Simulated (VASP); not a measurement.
Crystal: PtS2.

```
Pt S
1.0
     3.54320    0.00000    0.00000
    -1.77160    3.06850    0.00000
     0.00000    0.00000    5.03880
Pt S
1 2
Cartesian
  0.0000 0.0000 0.0000
  0.0000 2.0457 1.2597
  1.7716 1.0228 3.7791
```

| Quantity | Value |
| --- | --- |
| Program | VASP 6.6.1 |
| Task | relaxation of cell and atoms |
| Functional | LDA |
| Potentials or basis | VASP PAW LDA potentials, release 64 (Pt, S) |
| Cutoff | 600 eV |
| k mesh | 6 × 6 × 4 |
| Occupations | gaussian, width 0.1 eV |
| Spin | no spin polarisation |

At the start: pressure -5.4 GPa; volume 18.26 Å³/atom.

**Question.** Where does the relaxation end?

**Answer.** Over 11 steps the energy falls by 25.4 meV/atom and the volume is 16.71 Å³/atom (-8.5 %); space group P-3m1 (No. 164, to 0.05 Å).

Step by step:
```csv
step,energy change (eV),largest force (eV/Å),pressure (GPa),volume (Å³)
1,0.0000,0.6959,-5.44,54.78
2,0.0738,1.0653,12.23,50.01
3,-0.0442,0.0918,0.35,52.89
4,-0.0442,0.0781,0.52,52.85
5,-0.0557,0.0249,0.10,52.89
6,-0.0599,0.1269,-0.31,52.92
7,-0.0624,0.1285,-0.22,52.65
8,-0.0686,0.1381,0.22,51.83
9,-0.0740,0.1635,1.37,50.18
10,-0.0751,0.1234,1.04,50.17
11,-0.0763,0.0150,0.12,50.12
```

Final structure:
```xyz
3
Lattice="3.5632 0.0000 0.0000 -1.7816 3.0858 0.0000 0.0000 0.0000 4.5580" Properties=species:S:1:pos:R:3 pbc="T T T"
Pt    0.0000    0.0000    0.0000
S     0.0000    2.0572    1.1843
S     1.7816    1.0286    3.3737
```

Caveat: the relaxation stopped at a loose force limit of 0.05 eV/Å, so its end isn't a converged minimum.
